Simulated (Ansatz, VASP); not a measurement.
SbMo: VASP beside Ansatz

Contents of INCAR:

```
ALGO = Normal
EDIFF = 1E-6
ENCUT = 520
GGA = PS
ISIF = 2
ISMEAR = -1
LASPH = T
LCHARG = F
LREAL = F
LWAVE = F
NBANDS = 16
NELM = 100
PREC = Accurate
SIGMA = 0.08
```

The input KPOINTS:

```
k-points
0
Gamma
  10 10 10
```

File POSCAR:

```
SbMo
1.0
    0.0000000000      3.0649472798      3.0649472798
    3.0649472798      0.0000000000      3.0649472798
    3.0649472798      3.0649472798      0.0000000000
Mo Sb
1 1
Direct
    0.0000000000      0.0000000000      0.0000000000
    0.2500000000      0.2500000000      0.2500000000
```

Input for Ansatz:

```yaml
crystal:
  lattice:
    - [0.0, 3.0649472798, 3.0649472798]
    - [3.0649472798, 0.0, 3.0649472798]
    - [3.0649472798, 3.0649472798, 0.0]
  atoms:
    - { symbol: Mo, position: [0.0, 0.0, 0.0] }
    - { symbol: Sb, position: [0.25, 0.25, 0.25] }
kpoints:
  mp_grid: { grid: [10, 10, 10] }
  band_path:
    path:
      - [0.0, 0.0, 0.0]
      - [-0.5, -0.5, 0.0]
      - [-0.375, -0.375, 0.25]
      - [-0.375, 0.0, 0.375]
      - [0.0, 0.0, 0.0]
      - [0.0, 0.0, 0.5]
      - [-0.5, -0.25, 0.25]
      - [-0.5, -0.5, 0.0]
    npoints: 5
scf:
  occupations: { method: fermi_dirac, width: 0.08 }
hamiltonian:
  xc: pbesol
  pseudopotentials: { kind: all_electron, lapw: { basis_error: 0.0005 } }
output:
  forces: true
  stress: true
  eigenvalues: true
```

Alike in both runs: task single point; functional PBEsol; k mesh 10 × 10 × 10; occupations fermi-dirac, width 0.08 eV; no spin polarisation.

|  | VASP | Ansatz |
| --- | --- | --- |
| version | VASP 6.6.1 | Ansatz 0.2.0 |
| potentials or method | VASP PAW PBE potentials, release 64 (Mo_sv, Sb), cutoff 520 eV | all-electron LAPW, scalar-relativistic |

Ansatz gave:

```
pressure (GPa) : -3.2
```

Task: Which values does VASP return?

Result: Pressure (GPa): -3.1.

VASP's potentials were made for PBE, not for PBEsol. Ansatz ran all-electron here, and VASP with PAW potentials.

Spin-orbit coupling is off throughout.
